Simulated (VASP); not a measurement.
# Ti in VASP: further runs

The runs below take Ti through single point, relaxation of the atoms, with PBEsol.

All numbers are computed with VASP 6.6.1; they aren't measurements. Logs are shortened: lines on timing, memory, paths and dates and some standing lists are left out, and cuts for length are marked.

### 1 The cell of the first run

It takes space group P2/m (No. 10, monoclinic). The conventional cell has a = 4.528 Å, b = 2.826 Å, c = 4.568 Å, α = 90.00°, β = 119.14°, γ = 90.00°. Ti (site symmetry m) has 11 Ti at 2.61 to 3.01 Å within 3.4 Å. Within 3.7 Å of Ti (site symmetry 2/m) lie 14 Ti at 2.83 to 3.01 Å.

### 2 Single point, PBEsol

Contents of INCAR:

```
SYSTEM = Ti
ALGO = Fast ; EDIFF = 1E-6
ENCUT = 520 ; GGA = PS
ISIF = 2 ; ISMEAR = -1
LASPH = .True. ; LCHARG = .True.
LELF = .True. ; LREAL = .False.
LVHAR = .True. ; LWAVE = .False.
NBANDS = 25 ; NELM = 100
PREC = Accurate ; SIGMA = 0.05
```

Contents of KPOINTS:

```
k-points
0
Gamma
  6 6 8
  0 0 0
```

Contents of POSCAR:

```
Ti
1.0
    4.5673748306      0.0456737483      0.0000000000
   -2.2441327890      3.9326257577      0.0000000000
    0.0000000000      0.0000000000      2.8262442700
Ti
3
Direct
    0.6664678053      0.3334058931      0.5000000000
    0.3335321947      0.6665941069      0.5000000000
    0.0000000000      0.0000000000      0.0000000000
```

Potentials or basis: VASP PAW PBE potentials, release 64 (Ti_sv).

Started as:

```bash
cat potpaw_PBE.64/Ti_sv/POTCAR > POTCAR
mpirun -np 1 vasp_std > vasp.out
```

OUTCAR:

```text
SYSTEM = Ti
   EDIFF = 1E-6
   ENCUT = 520
   GGA = PS
   ISIF = 2
   ISMEAR = -1
   LASPH = .True.
   LREAL = .False.
   NELM = 100
   PREC = Accurate

 ion  position               nearest neighbor table
   1  0.666  0.333  0.500-   2 2.61   2 2.64   2 2.66
   2  0.334  0.667  0.500-   1 2.61   1 2.64   1 2.66
   3  0.000  0.000  0.000-

  Warning from LATTYP: Monoclinic adjustment (A1->A3, A2->A1, A3->A2)!
  LATTYP: Found a simple monoclinic cell.
 ALAT       =     4.5278777948
 B/A-ratio  =     0.6241874004
 C/A-ratio  =     1.0087735139
 COS(beta)  =    -0.4869160342

  Lattice vectors:

 A1 = (  -2.2441327890,   3.9326257577,   0.0000000000)
 A2 = (   0.0000000000,   0.0000000000,   2.8262442700)
 A3 = (   4.5673748306,   0.0456737483,   0.0000000000)

Analysis of symmetry for initial positions (statically):
=====================================================================
 Subroutine PRICEL returns:
 Original cell was already a primitive cell.

 Routine SETGRP: Setting up the symmetry group for a
 simple monoclinic supercell.

 Subroutine GETGRP returns: Found  4 space group operations
 (whereof  4 operations were pure point group operations)
 out of a pool of  4 trial point group operations.

The static configuration has the point symmetry C_2h.

Analysis of symmetry for dynamics (positions and initial velocities):
=====================================================================
 Subroutine PRICEL returns:
 Original cell was already a primitive cell.

 Routine SETGRP: Setting up the symmetry group for a
 simple monoclinic supercell.

 Subroutine GETGRP returns: Found  4 space group operations
 (whereof  4 operations were pure point group operations)
 out of a pool of  4 trial point group operations.

The dynamic configuration has the point symmetry C_2h.

 Subroutine INISYM returns: Found  4 space group operations
 (whereof  4 operations are pure point group operations),
 and found     1 'primitive' translations

----------------------------------------------------------------------------------------

                                     Primitive cell

  volume of cell :      51.0541

  direct lattice vectors                    reciprocal lattice vectors
[... 84 lines left out ...]
   LNONCOLLINEAR =      F non collinear calculations
   LSORBIT =      F    spin-orbit coupling
   LASPH  =      T    aspherical Exc in radial PAW
   ENCUT  =  520.0 eV  38.22 Ry    6.18 a.u.   8.49  8.42  5.25*2*pi/ulx,y,z
   NELM   =    100;   NELMIN=  2; NELMDL= -5     # of ELM steps
   EDIFF  = 0.1E-05   stopping-criterion for ELM
   LREAL  =      F    real-space projection
   EDIFFG = 0.1E-04   stopping-criterion for IOM
   NSW    =      0    number of steps for IOM
   IBRION =     -1    ionic relax: 0-MD 1-quasi-New 2-CG
   NFREE  =      0    steps in history (QN), initial steepest desc. (CG)
   ISIF   =      2    stress and relaxation
   ISYM   =      2    0-nonsym 1-usesym 2-fastsym
   POTIM  = 0.5000    time-step for ionic-motion
   TEBEG  =    0.0;   TEEND  =   0.0 temperature during run
   PSTRESS=    0.0 pullay stress
   NELECT =      36.0000    total number of electrons
   NUPDOWN=      -1.0000    fix difference up-down
   EMIN   =  10.00;   EMAX   =-10.00  energy-range for DOS
   EFERMI =   0.00;   METHOD = LEGACY
   ISMEAR =    -1;   SIGMA  =   0.05  broadening in eV -4-tet -1-fermi 0-gaus
   EFERMI_NEDOS =   21; number of points for ismear=-14 and -15
   IALGO  =     68    algorithm
   IMIX   =      4    mixing-type and parameters
     AMIX     =   0.40;   BMIX     =  1.00
     AMIX_MAG =   1.60;   BMIX_MAG =  1.00
  volume/ion in A,a.u.               =      17.02       114.84
  Fermi-wavevector in a.u.,A,eV,Ry     =   1.457132  2.753580 28.888352  2.123234
  Thomas-Fermi vector in A             =   2.573969
   LORBIT       =      0    0 simple, 1 ext, 2 COOP (PROOUT), +10 PAW based schemes
   GGA     = PS    functional components
   LHFCALC =     F    Hartree Fock is set to
   AEXX    =    0.0000 exact exchange contribution
   IVDW    =     0    specifies the selected vdW correction
   LEPSILON=     F    determine dielectric tensor
   LRPA    =     F    only Hartree local field effects (RPA)
 non-spin polarized calculation
 RMM-DIIS sequential band-by-band and
  energy-cutoff  :      520.00
  volume of cell :       51.05
 maximum number of plane-waves:      1400
 NGX is ok and might be reduce to    36
   NGX = 17   NGY = 17   NGZ = 11

 number of electron      35.9999991 magnetization

 Free energy of the ion-electron system (eV)
  ---------------------------------------------------
  ext. energy  EPLUGINS =         0.00000000
  ---------------------------------------------------
  free energy    TOTEN  =       -25.03835427 eV

  energy without entropy =      -25.01239516  energy(sigma->0) =      -25.02537472

 E-fermi :   8.3081     XC(G=0): -11.7331

 val. band max:        8.2896126119   @ k =   0.5000   0.3333   0.0000
 cond. band min:       8.3086141593   @ k =   0.3333   0.3333   0.2500
 fundamental gap:      0.0190015475
 Fermi energy:         8.3081285912

 k-point     1 :       0.0000    0.0000    0.0000
  band No.  band energies     occupation
      1     -48.3336      2.00000
      2     -48.0784      2.00000
      3     -47.9086      2.00000
      4     -24.7519      2.00000
      5     -24.7469      2.00000
      6     -24.6661      2.00000
[... 661 lines left out ...]
     24      10.4013      0.00000
     25      11.1224      0.00000

 [... further k-points ...]

------------------------ aborting loop because EDIFF is reached ----------------------------------------

  FORCE on cell =-STRESS in cart. coord.  units (eV):
  Direction    XX          YY          ZZ          XY          YZ          ZX
  --------------------------------------------------------------------------------------
  -------------------------------------------------------------------------------------
  Total       -1.1997004     -1.2200654     -1.1990449     -0.3303173      0.0000000      0.0000000
  in kB      -37.6489757    -38.2880727    -37.6284050    -10.3660128      0.0000000      0.0000000
  external PRESSURE =     -37.8551512 kB  Pullay stress =       0.0000000 kB

 VOLUME and BASIS-vectors are now :
 -----------------------------------------------------------------------------
  energy-cutoff  :      520.00
  volume of cell :       51.05
      direct lattice vectors                 reciprocal lattice vectors
     4.567374831  0.045673748  0.000000000     0.217701846  0.124230445  0.000000000
    -2.244132789  3.932625758  0.000000000    -0.002528402  0.252840212  0.000000000
     0.000000000  0.000000000  2.826244270     0.000000000  0.000000000  0.353826458

 POSITION                                       TOTAL-FORCE (eV/Angst)
 -----------------------------------------------------------------------------------
      2.29580      1.34160      1.41312        -0.004254      0.001276      0.000000
      0.02744      2.63670      1.41312         0.004254     -0.001276      0.000000
      0.00000      0.00000      0.00000         0.000000      0.000000      0.000000
 -----------------------------------------------------------------------------------
    total drift:                                0.000000      0.000000      0.000000

  FREE ENERGIE OF THE ION-ELECTRON SYSTEM (eV)
  ---------------------------------------------------
  free  energy   TOTEN  =       -25.0383542716 eV

  energy  without entropy=      -25.0123951636  energy(sigma->0) =      -25.02537472
```

OSZICAR:

```text
N       E                     dE             d eps       ncg     rms          rms(c)
DAV:   1     0.429821981924E+03    0.42982E+03   -0.18524E+04  5008   0.179E+03
DAV:   2     0.199973226777E+02   -0.40982E+03   -0.40294E+03  5047   0.517E+02
DAV:   3    -0.249842415528E+02   -0.44982E+02   -0.43885E+02  9173   0.148E+02
[... 40 lines left out ...]
RMM:  44    -0.250383525803E+02   -0.68323E-06   -0.16631E-05  4615   0.178E-02    0.105E-02
RMM:  45    -0.250383533021E+02   -0.72181E-06   -0.16304E-05  4794   0.176E-02    0.673E-03
RMM:  46    -0.250383538972E+02   -0.59503E-06   -0.13948E-05  4600   0.169E-02    0.251E-03
RMM:  47    -0.250383542177E+02   -0.32055E-06   -0.11534E-05  4346   0.146E-02    0.157E-03
RMM:  48    -0.250383542716E+02   -0.53844E-07   -0.86620E-06  3470   0.131E-02
   1 F= -.25038354E+02 E0= -.25025375E+02  d E =-.259591E-01
```

stdout:

```text
POSCAR found type information on POSCAR Ti
 POSCAR found :  1 types and       3 ions
 scaLAPACK will be used
 -----------------------------------------------------------------------------
|                                                                             |
|                                                                             |
|     You enforced a specific xc type in the INCAR file but a different       |
[... 21 lines left out ...]
WARNING in EDDRMM: call to ZHEGV failed, returncode =   6  3     10
WARNING in EDDRMM: call to ZHEGV failed, returncode =   8  4     10
WARNING in EDDRMM: call to ZHEGV failed, returncode =   6  3     14
WARNING in EDDRMM: call to ZHEGV failed, returncode =   8  4     14
WARNING in EDDRMM: call to ZHEGV failed, returncode =   8  4     25
WARNING in EDDRMM: call to ZHEGV failed, returncode =   6  3     19
WARNING in EDDRMM: call to ZHEGV failed, returncode =   6  3     14
```

Run time: 2.9 min. Hardware: 1 thread of Intel Xeon 6975P-C (Granite Rapids), shared host; peak memory 0.23 GiB.

Results:

- Free energy: -25.0384 eV
- Pressure: -3.8 GPa
- Largest force: 0.004 eV/Å
- Band gap on the k mesh: zero (bands 18 and 19 overlap by 0.21 eV)

Forces in eV/Å, atoms in the order of the input:
```
Ti  -0.004  0.001  0.000
Ti   0.004 -0.001  0.000
Ti   0.000  0.000  0.000
```

Stress tensor (GPa, compression positive):
```
-3.76 -1.04  0.00
-1.04 -3.83  0.00
 0.00  0.00 -3.76
```

Caveat: the cell stands under tension; the PAW data sets were made with another functional, which shifts forces and pressure a little.

### 3 Relaxation of the atoms, PBEsol

Contents of INCAR:

```
ALGO = Normal
EDIFF = 1E-7
EDIFFG = -0.01
ENCUT = 520
GGA = PS
IBRION = 2
ISIF = 2
ISMEAR = -1
LASPH = True
LCHARG = False
LREAL = False
LWAVE = False
NELM = 80
NSW = 60
PREC = Accurate
SIGMA = 0.05
```

Contents of KPOINTS:

```
k-points
0
Gamma
  6 6 8
```

Contents of POSCAR:

```
Ti
1.0
    4.5673748306      0.0000000000      0.0000000000
   -2.2836874153      3.9554626319      0.0000000000
    0.0000000000      0.0000000000      2.8262442700
Ti
3
Direct
    0.6666666667      0.3333333333      0.5000000000
    0.3333333333      0.6666666667      0.5000000000
    0.0000000000      0.0000000000      0.0000000000
```

Potentials or basis: VASP PAW PBE potentials, release 64 (Ti_sv).

Started as:

```bash
cat potpaw_PBE.64/Ti_sv/POTCAR > POTCAR
mpirun -np 1 vasp_std > vasp.out
```

Run time: 18 s. Hardware: 1 thread of Intel Xeon 6975P-C (Granite Rapids), shared host; peak memory 0.19 GiB.

The run converged. Its results:

```yaml
Free_energy: -25.0416 eV
Pressure_after_relaxing: -3.8 GPa
Band_gap_on_the_k_mesh: zero (bands 18 and 19 overlap by 0.14 eV)
```

Final structure:
```cif
data_structure
_symmetry_space_group_name_H-M 'P 1'
_symmetry_Int_Tables_number 1
_cell_length_a 4.5674
_cell_length_b 4.5674
_cell_length_c 2.8262
_cell_angle_alpha 90.000
_cell_angle_beta 90.000
_cell_angle_gamma 120.000
_cell_volume 51.06
loop_
_atom_site_label
_atom_site_type_symbol
_atom_site_fract_x
_atom_site_fract_y
_atom_site_fract_z
_atom_site_occupancy
Ti1 Ti 0.66667 0.33333 0.50000 1
Ti2 Ti 0.33333 0.66667 0.50000 1
Ti3 Ti 0.00000 0.00000 0.00000 1
```

Levels at points of the mesh, in eV from the Fermi level:
| k point | band 14 | band 15 | band 16 | band 17 | band 18 | band 19 | band 20 | band 21 | band 22 |
| --- | --- | --- | --- | --- | --- | --- | --- | --- | --- |
| (0.00, 0.00, 0.00) | -1.96 | -0.71 | -0.71 | -0.61 | -0.61 | -0.03 | 0.68 | 1.30 | 1.30 |
| (0.50, 0.00, 0.00) | -3.57 | -2.64 | -0.42 | -0.40 | -0.36 | 0.06 | 0.53 | 1.04 | 1.14 |
| (0.00, 0.00, 0.50) | -2.10 | -2.10 | -1.73 | -1.62 | -1.62 | 1.06 | 1.06 | 1.25 | 1.25 |
| (0.50, 0.00, 0.50) | -2.12 | -1.70 | -1.17 | -0.68 | -0.64 | 0.36 | 0.82 | 0.94 | 1.05 |

Caveat: the PAW data sets were made with another functional, which shifts forces and pressure a little.

The gap in the log of VASP goes by the Fermi energy; the results here count the filled bands.